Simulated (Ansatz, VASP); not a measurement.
Cr2O3: VASP beside Ansatz

Contents of INCAR:

```
SYSTEM = Cr2O3
PREC     = Accurate       ! precision mode
ENCUT    = 520            ! plane-wave cutoff, eV
EDIFF    = 1E-6           ! SCF threshold, eV
ISMEAR   = -1             ! smearing method
SIGMA    = 0.05           ! smearing width, eV
LREAL    = .False.        ! projectors in reciprocal space
LASPH    = .True.         ! aspherical terms in the spheres
NELM     = 150            ! most SCF steps
ALGO     = Normal         ! electronic algorithm
ISIF     = 2              ! what is computed and relaxed
LWAVE    = .False.        ! write WAVECAR
LCHARG   = .False.        ! write CHGCAR
ISPIN    = 2              ! spin polarisation
MAGMOM   = 3 3 3 3 0 0 0 0 0 0 ! initial moments
LORBIT   = 11             ! projections on sites
LMAXMIX  = 4              ! l up to which the mixer works
LDAU     = .True.         ! DFT+U
LDAUTYPE = 2            
LDAUL    = 2 -1           ! shell
LDAUU    = 3.7 0          ! U, eV
LDAUJ    = 0 0          
LDAUPRINT= 1            
GGA      = PE             ! functional
NBANDS   = 57             ! bands
```

File KPOINTS:

```
Automatic mesh
0
Gamma
  4 4 4
  0 0 0
```

The input POSCAR:

```
Cr2O3
1.0
    2.4076009700      1.3900290700      4.4140000000
   -2.4076009700      1.3900290700      4.4140000000
    0.0000000000     -2.7800581400      4.4140000000
Cr O
4 6
Direct
    0.8469000000      0.8469000000      0.8469000000
    0.6531000000      0.6531000000      0.6531000000
    0.1531000000      0.1531000000      0.1531000000
    0.3469000000      0.3469000000      0.3469000000
    0.0606000000      0.4394000000      0.7500000000
    0.7500000000      0.0606000000      0.4394000000
    0.4394000000      0.7500000000      0.0606000000
    0.9394000000      0.5606000000      0.2500000000
    0.2500000000      0.9394000000      0.5606000000
    0.5606000000      0.2500000000      0.9394000000
```

Input for Ansatz:

```yaml
crystal:
  lattice:
    - [2.40760097, 1.39002907, 4.414]
    - [-2.40760097, 1.39002907, 4.414]
    - [0.0, -2.78005814, 4.414]
  atoms:
    - { symbol: Cr, position: [0.8469, 0.8469, 0.8469], spin: 3.0 }
    - { symbol: Cr, position: [0.6531, 0.6531, 0.6531], spin: 3.0 }
    - { symbol: Cr, position: [0.1531, 0.1531, 0.1531], spin: 3.0 }
    - { symbol: Cr, position: [0.3469, 0.3469, 0.3469], spin: 3.0 }
    - { symbol: O, position: [0.0606, 0.4394, 0.75] }
    - { symbol: O, position: [0.75, 0.0606, 0.4394] }
    - { symbol: O, position: [0.4394, 0.75, 0.0606] }
    - { symbol: O, position: [0.9394, 0.5606, 0.25] }
    - { symbol: O, position: [0.25, 0.9394, 0.5606] }
    - { symbol: O, position: [0.5606, 0.25, 0.9394] }
magnetization:
  spin_polarized: true
hamiltonian:
  xc: pbe
  pseudopotentials: { kind: paw }
  hubbard: { sites: [{ species: Cr, l: d, u_eff: 3.7 }] }
basis:
  ecutwfc: 420
kpoints:
  mp_grid: { grid: [4, 4, 4] }
scf:
  occupations: { method: fermi_dirac, width: 0.05 }
  lower_state_search: "off"
  algorithm: density_mixing
  max_iter: 70
  mixing: { algorithm: broyden, beta: 0.4, beta_mag: 0.1, spin_hold: "off" }
output:
  forces: true
  stress: true
```

Alike in both runs: task single point; functional PBE; k mesh 4 × 4 × 4; occupations fermi-dirac, width 0.05 eV; collinear spin; Hubbard terms Cr d U = 3.7 eV.

|  | VASP | Ansatz |
| --- | --- | --- |
| version | VASP 6.6.1 | Ansatz 0.2.0 |
| potentials or method | VASP PAW PBE potentials, release 64 (Cr_pv, O), cutoff 520 eV | PAW, plane waves, scalar-relativistic |
| valence electrons in the cell | 84 | 92 |

```csv
,VASP,Ansatz,Ansatz less VASP
rms of the force components (eV/Å),0.305,0.339,+0.0340
net moment per atom (μB),1.20,1.20,0.000
size of the moment on the site where the two differ most (μB),2.94,2.40,-0.549
```

Site moments also hang on the region over which each program counts them. The programs project onto different local orbitals, so the same U acts differently, and such runs can settle in different states. Atom by atom the forces differ by 0.044 eV/Å (rms over components). VASP's potentials hold 84 valence electrons a cell and Ansatz's 92, so a difference there can come from the potentials and not from the codes. Ansatz's warnings: stability check not made.
